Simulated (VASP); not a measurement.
Here is a VASP 6.6.1 calculation.

File INCAR:

```
PREC = Accurate
ENCUT = 520
EDIFF = 1E-6
ISMEAR = 0
SIGMA = 0.1
LREAL = False
LASPH = True
NELM = 100
ALGO = Normal
ISIF = 2
LWAVE = False
LCHARG = True
GGA = PE
LELF = True
LVHAR = True
NBANDS = 14
```

The input KPOINTS:

```
Automatic mesh
0
Gamma
  8 8 8
```

The input POSCAR:

```
CoC
1.0
    0.0000000000      2.1324132802      2.1324132802
    2.1324132802      0.0000000000      2.1324132802
    2.1324132802      2.1324132802      0.0000000000
Co C
1 1
Direct
    0.0000000000      0.0000000000      0.0000000000
    0.2500000000      0.2500000000      0.2500000000
```

Potentials or basis: VASP PAW PBE potentials, release 64 (Co, C).

Command:

```sh
$ cat potpaw_PBE.64/Co/POTCAR potpaw_PBE.64/C/POTCAR > POTCAR
$ mpirun -np 1 vasp_std > vasp.out
```

**Question.** What does it give for the pressure?

**Answer.** 0.3 GPa.

Spin polarisation is off, so any magnetic state and its effect on volume and gap are missing.
